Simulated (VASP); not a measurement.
Write the native input for VASP 6.6.1 that does the following.

```yaml
Task: single point
Functional: PBE
Potentials_or_basis: VASP PAW PBE potentials, release 64 (Si, Ge_d)
Cutoff: 410 eV
k_mesh: 2 × 2 × 2
Occupations: gaussian, width 0.05 eV
Spin: no spin polarisation
Dipole_correction: no
Further_INCAR_settings: ALGO = Normal; EDIFF = 1e-06; NBANDS = 53
```

The structure of Si16Ge (a cell with a defect) lies in POSCAR:

```
Si16Ge
1.0
    0.0000000000      5.4300000000      5.4300000000
    5.4300000000      0.0000000000      5.4300000000
    5.4300000000      5.4300000000      0.0000000000
Si Ge
16 1
Direct
    0.0010316610     -0.0006385665     -0.0016147740
    0.1210010236      0.1189293597      0.1300770450
    0.0010269234     -0.0006447385      0.5013056659
    0.1251847347      0.1240731972      0.6254091713
   -0.0112272814      0.5024477715      0.0045020064
    0.1206647686      0.6282290253      0.1300319910
    0.0006477360      0.4971094028      0.5012022743
    0.1206901944      0.6281969716      0.6212598001
    0.5046086247     -0.0137670313      0.0045889082
    0.6298685055      0.1188445068      0.1301317362
    0.4981794850     -0.0006875688      0.5012981402
    0.6298828263      0.1188216668      0.6212332990
    0.5038501491      0.5021637093      0.0046935080
    0.6253499279      0.6226074182      0.1261280061
    0.5039057344      0.5020765879      0.4894896526
    0.6294030518      0.6280733350      0.6213403872
    0.3753472351      0.3726474531      0.8761074822
```

One way to write it, as run:

INCAR

```
SYSTEM = Si16Ge
ALGO     = Normal         ! electronic algorithm
EDIFF    = 1E-6           ! SCF threshold, eV
ENCUT    = 410            ! plane-wave cutoff, eV
GGA      = PE             ! functional
GGA_COMPAT= .FALSE.      
ISIF     = 2              ! what is computed and relaxed
ISMEAR   = 0              ! smearing method
LASPH    = .TRUE.         ! aspherical terms in the spheres
LCHARG   = .FALSE.        ! write CHGCAR
LREAL    = .FALSE.        ! projectors in reciprocal space
LWAVE    = .FALSE.        ! write WAVECAR
NBANDS   = 53             ! bands
NELM     = 120            ! most SCF steps
PREC     = Accurate       ! precision mode
SIGMA    = 0.05           ! smearing width, eV
```

KPOINTS

```
k-points
0
G
  2 2 2
  0 0 0
```

Potentials or basis: VASP PAW PBE potentials, release 64 (Si, Ge_d).

Command:

```sh
$ cat potpaw_PBE.64/Si/POTCAR potpaw_PBE.64/Ge_d/POTCAR > POTCAR
$ mpirun -np 1 vasp_std > vasp.out
```

Results of the run:

```
Pressure               : 6.7 GPa
Largest force          : 0.015 eV/Å
Band gap on the k mesh : zero (band 39 reaches 6.99 eV, above the bottom of band 40 at 6.68 eV)
```

Caveat: the k points lie up to 0.50 Å⁻¹ apart.

Run time: 100 s on 1 thread of AMD EPYC 9R45 96-Core Processor (Zen 5) (shared host), peak memory 0.38 GiB.
